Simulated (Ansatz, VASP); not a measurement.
## Two plane-wave programs on GaN

```
Ga N
1.0
     0.00000    2.10852    2.10852
     2.10852    0.00000    2.10852
     2.10852    2.10852    0.00000
Ga N
1 1
Direct
  0.50000 0.50000 0.50000
  0.00000 0.00000 0.00000
```

Alike in both runs: task single point; functional PBE; dispersion D3(BJ); k mesh 8 × 8 × 8; no spin polarisation.

```csv
,VASP,Ansatz
version,VASP 6.6.1,Ansatz 0.2.0
potentials or method,"VASP PAW PBE potentials, release 64 (Ga_d, N)",plane waves
plane-wave cutoff (eV),600,420
occupations,"gaussian, width 0.01 eV",fixed
valence electrons in the cell,18,18
```

```csv
,VASP,Ansatz,Ansatz less VASP
gap on the k mesh at the Fermi level (eV),0.65,0.66,+0.010
pressure (GPa),3.4,2.7,-0.67
```
